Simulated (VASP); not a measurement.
# Sn (P6_3/mmc) in VASP: further runs

Sn is run at these levels: revPBE; tasks: single point, relaxation of cell and atoms.

All numbers are computed with VASP 6.6.1; they aren't measurements. Logs are shortened: lines on timing, memory, paths and dates and some standing lists are left out, and cuts for length are marked.

## (1) The cell of the first run

Symmetry: P6_3/mmc, No. 194, hexagonal system. Conventional cell: a = 3.414 Å, b = 3.414 Å, c = 11.272 Å, α = 90.00°, β = 90.00°, γ = 120.00°. Sn (site symmetry -3m) has 12 Sn at 3.41 to 3.44 Å within 4.5 Å. Within 4.5 Å of Sn (site symmetry -6m2) lie 12 Sn at 3.41 to 3.44 Å.

This isn't the form of Sn at room conditions, which is tetragonal (white tin).

## (2) Single point, revPBE

INCAR

```
PREC = Accurate
ENCUT = 520
EDIFF = 1E-6
ISMEAR = -1
SIGMA = 0.1
LREAL = F
LASPH = T
NELM = 60
ALGO = Normal
ISIF = 2
LWAVE = F
LCHARG = F
GGA = RE
NBANDS = 36
```

KPOINTS

```
regular mesh
0
Gamma
  14 14 4
```

POSCAR

```
Sn
1.0
    3.4142877863      0.0000000000      0.0000000000
   -1.7071438931      2.9568599587      0.0000000000
    0.0000000000      0.0000000000     11.2722755029
Sn
4
Direct
    0.0000000000      0.0000000000      0.0000000000
    0.0000000000      0.0000000000      0.5000000000
    0.3333333333      0.6666666667      0.2500000000
    0.6666666667      0.3333333333      0.7500000000
```

Potentials or basis: VASP PAW PBE potentials, release 64 (Sn_d).

Run with:

```console
cat potpaw_PBE.64/Sn_d/POTCAR > POTCAR
mpirun -np 1 vasp_std > vasp.out
```

OUTCAR:

```text
PREC = Accurate
   ENCUT = 520
   EDIFF = 1E-6
   ISMEAR = -1
   LREAL = F
   LASPH = T
   NELM = 60
   ISIF = 2
   GGA = RE

 ion  position               nearest neighbor table
   1  0.000  0.000  0.000-   3 3.44   4 3.44   3 3.44   4 3.44   4 3.44   3 3.44
   2  0.000  0.000  0.500-   3 3.44   4 3.44   3 3.44   4 3.44   4 3.44   3 3.44
   3  0.333  0.667  0.250-   1 3.44   2 3.44   1 3.44   2 3.44   1 3.44   2 3.44
   4  0.667  0.333  0.750-   1 3.44   2 3.44   1 3.44   2 3.44   1 3.44   2 3.44

  LATTYP: Found a hexagonal cell.
 ALAT       =     3.4142877863
 C/A-ratio  =     3.3015012818

  Lattice vectors:

 A1 = (   3.4142877863,   0.0000000000,   0.0000000000)
 A2 = (  -1.7071438931,   2.9568599587,   0.0000000000)
 A3 = (   0.0000000000,   0.0000000000,  11.2722755029)

Analysis of symmetry for initial positions (statically):
=====================================================================
 Subroutine PRICEL returns:
 Original cell was already a primitive cell.

 Routine SETGRP: Setting up the symmetry group for a
 hexagonal supercell.

 Subroutine GETGRP returns: Found 24 space group operations
 (whereof 12 operations were pure point group operations)
 out of a pool of 24 trial point group operations.

The static configuration has the point symmetry D_3d.
 The point group associated with its full space group is D_6h.

Analysis of symmetry for dynamics (positions and initial velocities):
=====================================================================
 Subroutine PRICEL returns:
 Original cell was already a primitive cell.

 Routine SETGRP: Setting up the symmetry group for a
 hexagonal supercell.

 Subroutine GETGRP returns: Found 24 space group operations
 (whereof 12 operations were pure point group operations)
 out of a pool of 24 trial point group operations.

The dynamic configuration has the point symmetry D_3d.
 The point group associated with its full space group is D_6h.

 Subroutine INISYM returns: Found 24 space group operations
 (whereof 12 operations are pure point group operations),
 and found     1 'primitive' translations

----------------------------------------------------------------------------------------

                                     Primitive cell

  volume of cell :     113.8001

  direct lattice vectors                    reciprocal lattice vectors
     3.414287786  0.000000000  0.000000000     0.292886852  0.169098303  0.000000000
    -1.707143893  2.956859959  0.000000000     0.000000000  0.338196605  0.000000000
     0.000000000  0.000000000 11.272275503     0.000000000  0.000000000  0.088713233

  length of vectors
     3.414287786  3.414287786 11.272275503     0.338196605  0.338196605  0.088713233

  position of ions in fractional coordinates (direct lattice)
     0.000000000  0.000000000  0.000000000
     0.000000000  0.000000000  0.500000000
     0.333333333  0.666666667  0.250000000
     0.666666667  0.333333333  0.750000000

  ion indices of the primitive-cell ions
   primitive index   ion index
                 1           1
                 2           2
                 3           3
                 4           4

----------------------------------------------------------------------------------------

 KPOINTS: regular mesh

Automatic generation of k-mesh.
 Grid dimensions read from file:
 generate k-points for:   14   14    4

 Generating k-lattice:

  Cartesian coordinates                     Fractional coordinates (reciprocal lattice)
     0.020920489  0.012078450  0.000000000     0.071428571 -0.000000000  0.000000000
     0.000000000  0.024156900  0.000000000     0.000000000  0.071428571  0.000000000
     0.000000000  0.000000000  0.022178308     0.000000000  0.000000000  0.250000000

  Length of vectors
     0.024156900  0.024156900  0.022178308

  Shift w.r.t. Gamma in fractional coordinates (k-lattice)
     0.000000000  0.000000000  0.000000000

 Subroutine IBZKPT returns following result:
 ===========================================

 Found     72 irreducible k-points:

 Following reciprocal coordinates:
            Coordinates               Weight
  0.000000  0.000000  0.000000      1.000000
  0.071429  0.000000  0.000000      6.000000
  0.142857 -0.000000  0.000000      6.000000
  0.214286  0.000000  0.000000      6.000000
  0.285714  0.000000  0.000000      6.000000
  0.357143  0.000000  0.000000      6.000000
[... 16 lines left out ...]
  0.285714  0.285714  0.000000      6.000000
  0.357143  0.285714  0.000000      6.000000
 [... further k-points ...]
   k-points           NKPTS =     72   k-points in BZ     NKDIM =     72   number of bands    NBANDS=     36
   number of dos      NEDOS =    301   number of ions     NIONS =      4
   total plane-waves  NPLWV =  65856
   dimension x,y,z NGX =    28 NGY =   28 NGZ =   84
   dimension x,y,z NGXF=    56 NGYF=   56 NGZF=  168
   ions per type =               4
   NGX,Y,Z   is equivalent  to a cutoff of  13.63, 13.63, 12.39 a.u.
   NGXF,Y,Z  is equivalent  to a cutoff of  27.27, 27.27, 24.78 a.u.
 SYSTEM =  unknown system
   PREC   = accura    normal or accurate (medium, high low for compatibility)
   ISTART =      0    job   : 0-new  1-cont  2-samecut
   ICHARG =      2    charge: 1-file 2-atom 10-const
   ISPIN  =      1    spin polarized calculation?
   LNONCOLLINEAR =      F non collinear calculations
   LSORBIT =      F    spin-orbit coupling
   LASPH  =      T    aspherical Exc in radial PAW
   ENCUT  =  520.0 eV  38.22 Ry    6.18 a.u.   6.35  6.35 20.96*2*pi/ulx,y,z
   NELM   =     60;   NELMIN=  2; NELMDL= -5     # of ELM steps
   EDIFF  = 0.1E-05   stopping-criterion for ELM
   LREAL  =      F    real-space projection
   EDIFFG = 0.1E-04   stopping-criterion for IOM
   NSW    =      0    number of steps for IOM
   IBRION =     -1    ionic relax: 0-MD 1-quasi-New 2-CG
   NFREE  =      0    steps in history (QN), initial steepest desc. (CG)
   ISIF   =      2    stress and relaxation
   ISYM   =      2    0-nonsym 1-usesym 2-fastsym
   POTIM  = 0.5000    time-step for ionic-motion
   TEBEG  =    0.0;   TEEND  =   0.0 temperature during run
   PSTRESS=    0.0 pullay stress
   NELECT =      56.0000    total number of electrons
   NUPDOWN=      -1.0000    fix difference up-down
   EMIN   =  10.00;   EMAX   =-10.00  energy-range for DOS
   EFERMI =   0.00;   METHOD = LEGACY
   ISMEAR =    -1;   SIGMA  =   0.10  broadening in eV -4-tet -1-fermi 0-gaus
   EFERMI_NEDOS =   21; number of points for ismear=-14 and -15
   IALGO  =     38    algorithm
   IMIX   =      4    mixing-type and parameters
     AMIX     =   0.40;   BMIX     =  1.00
     AMIX_MAG =   1.60;   BMIX_MAG =  1.00
  volume/ion in A,a.u.               =      28.45       191.99
  Fermi-wavevector in a.u.,A,eV,Ry     =   1.292479  2.442430 22.728544  1.670501
  Thomas-Fermi vector in A             =   2.424184
   LORBIT       =      0    0 simple, 1 ext, 2 COOP (PROOUT), +10 PAW based schemes
   GGA     = RE    functional components
   LHFCALC =     F    Hartree Fock is set to
   AEXX    =    0.0000 exact exchange contribution
   IVDW    =     0    specifies the selected vdW correction
   LEPSILON=     F    determine dielectric tensor
   LRPA    =     F    only Hartree local field effects (RPA)
 non-spin polarized calculation
  energy-cutoff  :      520.00
  volume of cell :      113.80
 maximum number of plane-waves:      3102
 NGX is ok and might be reduce to    28
   NGX = 13   NGY = 13   NGZ = 41

 number of electron      56.0000023 magnetization

 Free energy of the ion-electron system (eV)
  ---------------------------------------------------
  ext. energy  EPLUGINS =         0.00000000
  ---------------------------------------------------
  free energy    TOTEN  =       -13.95667262 eV

  energy without entropy =      -13.88543549  energy(sigma->0) =      -13.92105405

 E-fermi :   7.6756     XC(G=0): -10.0947

 val. band max:        7.6640045030   @ k =   0.3571   0.2143   0.2500
 cond. band min:       7.6798300586   @ k =   0.3571   0.0714   0.0000
 fundamental gap:      0.0158255556
 Fermi energy:         7.6756428580

 k-point     1 :       0.0000    0.0000    0.0000
  band No.  band energies     occupation
      1     -13.9226      2.00000
      2     -13.9207      2.00000
      3     -13.9156      2.00000
      4     -13.9156      2.00000
      5     -13.9139      2.00000
      6     -13.9139      2.00000
[... 28 lines left out ...]
     35      15.0364      0.00000
     36      15.0364      0.00000

 k-point     2 :       0.0714    0.0000    0.0000
  band No.  band energies     occupation
      1     -13.9233      2.00000
      2     -13.9198      2.00000
      3     -13.9172      2.00000
      4     -13.9156      2.00000
      5     -13.9121      2.00000
      6     -13.9098      2.00000
[... 28 lines left out ...]
     35      14.8398      0.00000
     36      15.1470      0.00000

 k-point     3 :       0.1429   -0.0000    0.0000
  band No.  band energies     occupation
      1     -13.9329      2.00000
      2     -13.9244      2.00000
      3     -13.9215      2.00000
      4     -13.9129      2.00000
      5     -13.9040      2.00000
      6     -13.9034      2.00000
[... 28 lines left out ...]
     35      14.4704      0.00000
     36      15.0493      0.00000
[... 742 lines left out ...]
 k-point    23 :       0.2857    0.2857    0.0000
  band No.  band energies     occupation
      1     -13.9350      2.00000
      2     -13.9242      2.00000
      3     -13.9225      2.00000
      4     -13.9129      2.00000
      5     -13.8968      2.00000
      6     -13.8906      2.00000
[... 28 lines left out ...]
     35      10.3184      0.00000
     36      12.1446      0.00000

 k-point    24 :       0.3571    0.2857    0.0000
  band No.  band energies     occupation
      1     -13.9321      2.00000
      2     -13.9267      2.00000
      3     -13.9187      2.00000
      4     -13.9168      2.00000
      5     -13.9007      2.00000
      6     -13.8861      2.00000
[... 28 lines left out ...]
     35      10.2282      0.00000
     36      12.3906      0.00000

 [... further k-points ...]

------------------------ aborting loop because EDIFF is reached ----------------------------------------

  FORCE on cell =-STRESS in cart. coord.  units (eV):
  Direction    XX          YY          ZZ          XY          YZ          ZX
  --------------------------------------------------------------------------------------
  -------------------------------------------------------------------------------------
  Total        0.0036642      0.0036642      0.3306240      0.0000000     -0.0000000      0.0000000
  in kB        0.0515872      0.0515872      4.6548152      0.0000000     -0.0000000      0.0000000
  external PRESSURE =       1.5859966 kB  Pullay stress =       0.0000000 kB

 VOLUME and BASIS-vectors are now :
 -----------------------------------------------------------------------------
  energy-cutoff  :      520.00
  volume of cell :      113.80
      direct lattice vectors                 reciprocal lattice vectors
     3.414287786  0.000000000  0.000000000     0.292886852  0.169098303  0.000000000
    -1.707143893  2.956859959  0.000000000     0.000000000  0.338196605  0.000000000
     0.000000000  0.000000000 11.272275503     0.000000000  0.000000000  0.088713233

 POSITION                                       TOTAL-FORCE (eV/Angst)
 -----------------------------------------------------------------------------------
      0.00000      0.00000      0.00000         0.000000      0.000000      0.000000
      0.00000      0.00000      5.63614         0.000000      0.000000      0.000000
     -0.00000      1.97124      2.81807         0.000000      0.000000      0.000000
      1.70714      0.98562      8.45421        -0.000000     -0.000000     -0.000000
 -----------------------------------------------------------------------------------
    total drift:                                0.000000     -0.000000      0.000000

  FREE ENERGIE OF THE ION-ELECTRON SYSTEM (eV)
  ---------------------------------------------------
  free  energy   TOTEN  =       -13.9566726204 eV

  energy  without entropy=      -13.8854354888  energy(sigma->0) =      -13.92105405
```

Wall time 3.3 min (1 thread of Intel Xeon Platinum 8488C (Sapphire Rapids), shared host); peak memory 0.37 GiB.

What came out:

- Free energy: -13.9567 eV
- Pressure: 0.2 GPa
- Band gap on the k mesh: zero (bands 28 and 29 overlap by 7.51 eV)

Caveat: the PAW data sets were made with another functional, which shifts forces and pressure a little; spin-orbit coupling is left out, which moves the levels of the heavy elements.

## (3) Relaxation of cell and atoms, revPBE

This run uses another cell than the first one, of 28.03 Å³/atom.

INCAR

```
SYSTEM = Sn
ALGO = Normal
EDIFF = 1E-7
EDIFFG = -0.01
ENCUT = 600
GGA = RE
IBRION = 2
ISIF = 3
ISMEAR = -1
LASPH = .True.
LCHARG = .False.
LREAL = .False.
LWAVE = .False.
NELM = 100
NSW = 80
PREC = Accurate
SIGMA = 0.1
```

KPOINTS

```
k-points
0
Gamma
  11 11 3
  0 0 0
```

POSCAR

```
Sn
1.0
    3.4098662044      0.0000000000      0.0000000000
   -1.7049331022      2.9530307565      0.0000000000
    0.0000000000      0.0000000000     11.1366230234
Sn
4
Direct
    0.0000000000      0.0000000000      0.0000000000
    0.0000000000      0.0000000000      0.5000000000
    0.3333333333      0.6666666667      0.2500000000
    0.6666666667      0.3333333333      0.7500000000
```

Potentials or basis: VASP PAW PBE potentials, release 64 (Sn_d).

Run with:

```console
cat potpaw_PBE.64/Sn_d/POTCAR > POTCAR
mpirun -np 1 vasp_std > vasp.out
```

It took 5.6 min on 1 thread of Intel Xeon Platinum 8488C (Sapphire Rapids), shared host; peak memory 0.31 GiB.

The run converged. Its results:

```
Free energy                           : -13.9729 eV
Relaxed volume                        : 28.45 Å³/atom
Relaxed cell                          : a = 3.416 Å, b = 3.416 Å, c = 11.263 Å, α = 90.00°, β = 90.00°, γ = 120.00°
Space group after relaxing (to 0.1 Å) : P6_3/mmc (No. 194)
Energy gained by relaxing             : 1.3 meV/atom
Ionic steps                           : 4
Pressure after relaxing               : 0.0 GPa
Band gap on the k mesh                : zero (bands 28 and 29 overlap by 7.35 eV)
```

Stress tensor (GPa, compression positive):
```
-0.05  0.00  0.00
 0.00 -0.05  0.00
 0.00  0.00  0.04
```

The path:
| step | energy change (eV) | largest force (eV/Å) | pressure (GPa) | volume (Å³) |
| --- | --- | --- | --- | --- |
| 1 | 0.0000 | 0.0000 | 0.67 | 112.14 |
| 2 | -0.0050 | 0.0000 | -0.11 | 114.04 |
| 3 | -0.0050 | 0.0000 | -0.08 | 113.96 |
| 4 | -0.0053 | 0.0000 | -0.02 | 113.80 |

Final structure:
```
Sn
1.0
     3.41569    0.00000    0.00000
    -1.70785    2.95808    0.00000
     0.00000    0.00000   11.26306
Sn
4
Cartesian
  3.4157 0.0000 11.2631
  3.4157 0.0000 5.6315
  0.0000 1.9721 2.8158
  1.7078 0.9860 8.4473
```

Levels at points of the mesh, in eV from the Fermi level:
| k point | band 25 | band 26 | band 27 | band 28 | band 29 | band 30 | band 31 | band 32 |
| --- | --- | --- | --- | --- | --- | --- | --- | --- |
| (0.00, 0.00, 0.00) | -4.43 | 0.79 | 0.80 | 5.62 | 5.62 | 6.32 | 6.32 | 6.44 |

Caveat: the PAW data sets were made with another functional, which shifts forces and pressure a little; spin-orbit coupling is left out, which moves the levels of the heavy elements.

The gap in the log of VASP goes by the Fermi energy; the results here count the filled bands.